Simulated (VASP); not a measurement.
# Zr (P6_3/mmc) in VASP: relaxation of cell and atoms with r2SCAN

Aim: the relaxation of cell and atoms of Zr with r2SCAN.

Program: VASP 6.6.1. These are calculated values, not measurements. Logs are shortened: lines on timing, memory, paths and dates and some standing lists are left out, and cuts for length are marked.

## Step 1: The cell of the first run

Symmetry: P6_3/mmc, No. 194, hexagonal system. The conventional cell has a = 3.055 Å, b = 3.055 Å, c = 4.834 Å, α = 90.00°, β = 90.00°, γ = 120.00°. Within 3.9 Å of Zr (site symmetry -6m2) lie 12 Zr at 2.99 to 3.06 Å.

## Step 2: Relaxation of cell and atoms, r2SCAN

Contents of POSCAR:

```
Zr
1.0
    1.5275250000      2.6457480000      0.0000000000
   -1.5275250000      2.6457480000      0.0000000000
    0.0000000000      0.0000000000      4.8336840000
Zr
2
Direct
    0.3333300000      0.3333400000      0.2500000000
    0.6666600000      0.6666700000      0.7500000000
```

Contents of INCAR.step1:

```
  PREC = Accurate
  ENCUT = 600
  ISMEAR = -1
  SIGMA = 0.1
  LREAL = F
  LASPH = T
  NELM = 60
  GGA = PE
  ALGO = Normal
  EDIFF = 1E-4
  LWAVE = T
  LCHARG = F
```

Contents of INCAR.step2:

```
  PREC = Accurate
  ENCUT = 600
  EDIFF = 1E-7
  ISMEAR = -1
  SIGMA = 0.1
  LREAL = F
  LASPH = T
  NELM = 60
  ALGO = Normal
  ISIF = 3
  LWAVE = F
  LCHARG = F
  METAGGA = R2SCAN
  LMIXTAU = T
  IBRION = 2
  NSW = 100
  EDIFFG = -0.03
  ISTART = 1
```

Contents of KPOINTS:

```
regular mesh
0
Gamma
  13 13 7
```

Potentials or basis: VASP PAW PBE potentials, release 64 (Zr_sv).

Launch:

```console
cat potpaw_PBE.64/Zr_sv/POTCAR > POTCAR
cp INCAR.step1 INCAR
mpirun -np 1 vasp_std > vasp.out
cp INCAR.step2 INCAR
mpirun -np 1 vasp_std > vasp.out
```

OUTCAR:

```text
PREC = Accurate
   ENCUT = 600
   EDIFF = 1E-7
   ISMEAR = -1
   LREAL = F
   LASPH = T
   NELM = 60
   ISIF = 3
   METAGGA = R2SCAN
   IBRION = 2
   NSW = 100
   EDIFFG = -0.03
   ISTART = 1

 ion  position               nearest neighbor table
   1  0.333  0.333  0.250-   2 2.99   2 2.99   2 2.99   2 2.99   2 2.99   2 2.99
   2  0.667  0.667  0.750-   1 2.99   1 2.99   1 2.99   1 2.99   1 2.99   1 2.99

  LATTYP: Found a hexagonal cell.
 ALAT       =     3.0550474800
 C/A-ratio  =     1.5821960319

  Lattice vectors:

 A1 = (   1.5275250000,  -2.6457480000,   0.0000000000)
 A2 = (   1.5275250000,   2.6457480000,   0.0000000000)
 A3 = (   0.0000000000,   0.0000000000,   4.8336840000)

Analysis of symmetry for initial positions (statically):
=====================================================================
 Subroutine PRICEL returns:
 Original cell was already a primitive cell.

 Routine SETGRP: Setting up the symmetry group for a
 hexagonal supercell.

 Subroutine GETGRP returns: Found  8 space group operations
 (whereof  2 operations were pure point group operations)
 out of a pool of 24 trial point group operations.

The static configuration has the point symmetry C_2 .
 The point group associated with its full space group is D_2h.

Analysis of symmetry for dynamics (positions and initial velocities):
=====================================================================
 Subroutine PRICEL returns:
 Original cell was already a primitive cell.

 Routine SETGRP: Setting up the symmetry group for a
 hexagonal supercell.

 Subroutine GETGRP returns: Found  8 space group operations
 (whereof  2 operations were pure point group operations)
 out of a pool of 24 trial point group operations.

The dynamic configuration has the point symmetry C_2 .
 The point group associated with its full space group is D_2h.

 Subroutine INISYM returns: Found  8 space group operations
 (whereof  2 operations are pure point group operations),
 and found     1 'primitive' translations

----------------------------------------------------------------------------------------

                                     Primitive cell

  volume of cell :      39.0701

  direct lattice vectors                    reciprocal lattice vectors
     1.527525000  2.645748000  0.000000000     0.327326885  0.188982473  0.000000000
    -1.527525000  2.645748000  0.000000000    -0.327326885  0.188982473  0.000000000
     0.000000000  0.000000000  4.833684000     0.000000000  0.000000000  0.206881542

  length of vectors
     3.055047480  3.055047480  4.833684000     0.377964634  0.377964634  0.206881542

  position of ions in fractional coordinates (direct lattice)
     0.333330000  0.333340000  0.250000000
     0.666660000  0.666670000  0.750000000

  ion indices of the primitive-cell ions
   primitive index   ion index
                 1           1
                 2           2

----------------------------------------------------------------------------------------

 KPOINTS: regular mesh

Automatic generation of k-mesh.
 Grid dimensions read from file:
 generate k-points for:   13   13    7

 Generating k-lattice:

  Cartesian coordinates                     Fractional coordinates (reciprocal lattice)
     0.025178991  0.014537113  0.000000000     0.076923077  0.000000000  0.000000000
    -0.025178991  0.014537113  0.000000000     0.000000000  0.076923077  0.000000000
     0.000000000  0.000000000  0.029554506     0.000000000  0.000000000  0.142857143

  Length of vectors
     0.029074203  0.029074203  0.029554506

  Shift w.r.t. Gamma in fractional coordinates (k-lattice)
     0.000000000  0.000000000  0.000000000

 Subroutine IBZKPT returns following result:
 ===========================================

 Found    196 irreducible k-points:

 Following reciprocal coordinates:
            Coordinates               Weight
  0.000000  0.000000  0.000000      1.000000
  0.076923  0.000000  0.000000      4.000000
  0.076923  0.076923  0.000000      2.000000
  0.153846 -0.000000  0.000000      4.000000
  0.153846  0.153846  0.000000      2.000000
  0.230769 -0.000000  0.000000      4.000000
[... 16 lines left out ...]
  0.307692  0.384615  0.000000      4.000000
 -0.076923  0.307692  0.000000      4.000000
 [... further k-points ...]
   k-points           NKPTS =    196   k-points in BZ     NKDIM =    196   number of bands    NBANDS=     16
   number of dos      NEDOS =    301   number of ions     NIONS =      2
   total plane-waves  NPLWV =  23040
   dimension x,y,z NGX =    24 NGY =   24 NGZ =   40
   dimension x,y,z NGXF=    48 NGYF=   48 NGZF=   80
   ions per type =               2
   NGX,Y,Z   is equivalent  to a cutoff of  13.06, 13.06, 13.76 a.u.
   NGXF,Y,Z  is equivalent  to a cutoff of  26.12, 26.12, 27.51 a.u.
 SYSTEM =  unknown system
   PREC   = accura    normal or accurate (medium, high low for compatibility)
   ISTART =      1    job   : 0-new  1-cont  2-samecut
   ICHARG =      0    charge: 1-file 2-atom 10-const
   ISPIN  =      1    spin polarized calculation?
   LNONCOLLINEAR =      F non collinear calculations
   LSORBIT =      F    spin-orbit coupling
   LASPH  =      T    aspherical Exc in radial PAW
   ENCUT  =  600.0 eV  44.10 Ry    6.64 a.u.   6.10  6.10  9.65*2*pi/ulx,y,z
   NELM   =     60;   NELMIN=  2; NELMDL=  0     # of ELM steps
   EDIFF  = 0.1E-06   stopping-criterion for ELM
   LREAL  =      F    real-space projection
   EDIFFG = -.3E-01   stopping-criterion for IOM
   NSW    =    100    number of steps for IOM
   IBRION =      2    ionic relax: 0-MD 1-quasi-New 2-CG
   NFREE  =      1    steps in history (QN), initial steepest desc. (CG)
   ISIF   =      3    stress and relaxation
   ISYM   =      2    0-nonsym 1-usesym 2-fastsym
   POTIM  = 0.5000    time-step for ionic-motion
   TEBEG  =    0.0;   TEEND  =   0.0 temperature during run
   PSTRESS=    0.0 pullay stress
   NELECT =      24.0000    total number of electrons
   NUPDOWN=      -1.0000    fix difference up-down
   EMIN   =  10.00;   EMAX   =-10.00  energy-range for DOS
   EFERMI =   0.00;   METHOD = LEGACY
   ISMEAR =    -1;   SIGMA  =   0.10  broadening in eV -4-tet -1-fermi 0-gaus
   EFERMI_NEDOS =   21; number of points for ismear=-14 and -15
   IALGO  =     38    algorithm
   IMIX   =      4    mixing-type and parameters
     AMIX     =   0.40;   BMIX     =  1.00
     AMIX_MAG =   1.60;   BMIX_MAG =  1.00
  volume/ion in A,a.u.               =      19.54       131.83
  Fermi-wavevector in a.u.,A,eV,Ry     =   1.391651  2.629838 26.350288  1.936692
  Thomas-Fermi vector in A             =   2.515469
   LORBIT       =      0    0 simple, 1 ext, 2 COOP (PROOUT), +10 PAW based schemes
   METAGGA = R2SCAN    functional components
   LHFCALC =     F    Hartree Fock is set to
   AEXX    =    0.0000 exact exchange contribution
   IVDW    =     0    specifies the selected vdW correction
   LEPSILON=     F    determine dielectric tensor
   LRPA    =     F    only Hartree local field effects (RPA)
 conjugate gradient relaxation of ions
 non-spin polarized calculation
  energy-cutoff  :      600.00
  volume of cell :       39.07
 maximum number of plane-waves:      1321
   NGX = 13   NGY = 13   NGZ = 19

--------------------------------------- Ionic step        1  -------------------------------------------

 number of electron      24.0000000 magnetization

 Free energy of the ion-electron system (eV)
  ---------------------------------------------------
  ext. energy  EPLUGINS =         0.00000000
  ---------------------------------------------------
  free energy    TOTEN  =       -45.00997511 eV

  energy without entropy =      -44.95477380  energy(sigma->0) =      -44.98237445

 E-fermi :  11.1420     XC(G=0): -12.8637

 val. band max:       11.1385053672   @ k =   0.3846  -0.3846   0.2857
 cond. band min:      11.1497851902   @ k =   0.4615  -0.4615   0.0000
 fundamental gap:      0.0112798230
 Fermi energy:        11.1419597399

 k-point     1 :       0.0000    0.0000    0.0000
  band No.  band energies     occupation
      1     -39.1356      2.00000
      2     -38.7912      2.00000
      3     -17.3972      2.00000
      4     -15.8451      2.00000
      5     -15.8451      2.00000
      6     -15.5977      2.00000
[... 8 lines left out ...]
     15      13.0560      0.00000
     16      13.1561      0.00000
[... 531 lines left out ...]
 POSITION                                       TOTAL-FORCE (eV/Angst)
 -----------------------------------------------------------------------------------
     -0.00002      1.87545      1.29466         0.000000     -0.000020      0.000000
     -0.00002      3.75087      3.88397         0.000000      0.000020     -0.000000
 -----------------------------------------------------------------------------------
    total drift:                               -0.000000     -0.000000      0.000000

  FREE ENERGIE OF THE ION-ELECTRON SYSTEM (eV)
  ---------------------------------------------------
  free  energy   TOTEN  =       -45.5242626355 eV

  energy  without entropy=      -45.4640063026  energy(sigma->0) =      -45.49413447

--------------------------------------- Ionic step        4  -------------------------------------------

 number of electron      24.0000001 magnetization

 Free energy of the ion-electron system (eV)
  ---------------------------------------------------
  ext. energy  EPLUGINS =         0.00000000
  ---------------------------------------------------
  free energy    TOTEN  =       -45.52483202 eV

  energy without entropy =      -45.46479223  energy(sigma->0) =      -45.49481213

 E-fermi :   8.9071     XC(G=0): -11.8979

 val. band max:        8.9066081051   @ k =   0.1538  -0.0000   0.0000
 cond. band min:       8.9487001951   @ k =   0.1538   0.1538   0.1429
 fundamental gap:      0.0420920900
 Fermi energy:         8.9070856634

 k-point     1 :       0.0000    0.0000    0.0000
  band No.  band energies     occupation
      1     -41.6498      2.00000
      2     -41.4906      2.00000
      3     -19.4876      2.00000
      4     -18.6004      2.00000
      5     -18.6004      2.00000
      6     -18.4645      2.00000
[... 8 lines left out ...]
     15      10.6344      0.00000
     16      10.6344      0.00000
[... 459 lines left out ...]
 POSITION                                       TOTAL-FORCE (eV/Angst)
 -----------------------------------------------------------------------------------
     -0.00002      1.87207      1.29204         0.000000     -0.000021      0.000000
     -0.00002      3.74411      3.87613         0.000000      0.000021     -0.000000
 -----------------------------------------------------------------------------------
    total drift:                               -0.000000     -0.000000     -0.000000

  FREE ENERGIE OF THE ION-ELECTRON SYSTEM (eV)
  ---------------------------------------------------
  free  energy   TOTEN  =       -45.5248320230 eV

  energy  without entropy=      -45.4647922292  energy(sigma->0) =      -45.49481213

 reached required accuracy - stopping structural energy minimisation
```

Wall time 42 min (1 thread of Oxide Virtual Turin-like, shared host); peak memory 0.24 GiB.

What came out:

* Free energy: -45.5248 eV
* Relaxed volume: 23.53 Å³/atom
* Relaxed cell: a = 3.242 Å, b = 3.242 Å, c = 5.168 Å, α = 90.00°, β = 90.00°, γ = 60.00°
* Space group after relaxing (to 0.1 Å): P6_3/mmc (No. 194)
* Energy gained by relaxing: 257.4 meV/atom
* Ionic steps: 4
* Pressure after relaxing: -0.1 GPa
* Band gap on the k mesh: zero (bands 12 and 13 overlap by 1.31 eV)

The path:
| step | energy change (eV) | largest force (eV/Å) | pressure (GPa) | volume (Å³) |
| --- | --- | --- | --- | --- |
| 1 | 0.0000 | 0.0000 | 23.45 | 39.07 |
| 2 | 0.0089 | 0.0000 | -13.70 | 57.57 |
| 3 | -0.5143 | 0.0000 | -0.60 | 47.32 |
| 4 | -0.5149 | 0.0000 | -0.08 | 47.06 |

Final structure:
```xyz
2
Lattice="1.6212 2.8081 0.0000 -1.6212 2.8081 0.0000 0.0000 0.0000 5.1682" Properties=species:S:1:pos:R:3 pbc="T T T"
Zr    0.0000    1.8721    1.2920
Zr    0.0000    3.7441    3.8761
```

Caveat: the volume moved by over 15 % at a fixed basis, so the end points are rough; the PAW data sets were made with another functional, which shifts forces and pressure a little.

The gap in the log of VASP goes by the Fermi energy; the results here count the filled bands.